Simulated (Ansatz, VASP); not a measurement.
One calculation of AlC, two programs

```xyz
4
Lattice="2.8791 0.0000 0.0000 -1.4395 2.4933 0.0000 0.0000 0.0000 5.4201" Properties=species:S:1:pos:R:3 pbc="T T T"
Al    0.0000    0.0000    0.0000
Al    0.0000    0.0000    2.7100
C     1.4395    0.8311    4.0650
C     0.0000    1.6622    1.3550
```

Alike in both runs: functional PBE; k mesh 18 × 18 × 10; occupations gaussian, width 0.1 eV; no spin polarisation.

Ansatz relaxed the structure, and its values are those at the end. VASP's run is a single point on that final structure, the one shown.

|  | VASP | Ansatz |
| --- | --- | --- |
| version | VASP 6.6.1 | Ansatz 0.2.0 |
| potentials or method | VASP PAW PBE potentials, release 64 (Al, C), cutoff 520 eV | scalar-relativistic, plane waves, PAW |
| valence electrons in the cell | 14 | 14 |

|  | VASP | Ansatz | Ansatz less VASP |
| --- | --- | --- | --- |
| gap on the k mesh at the Fermi level (eV) | none | none | - |
| pressure (GPa) | -0.1 | 0.0 | +0.11 |

A gap of «none» marks a metal or a gap that the smearing closes.
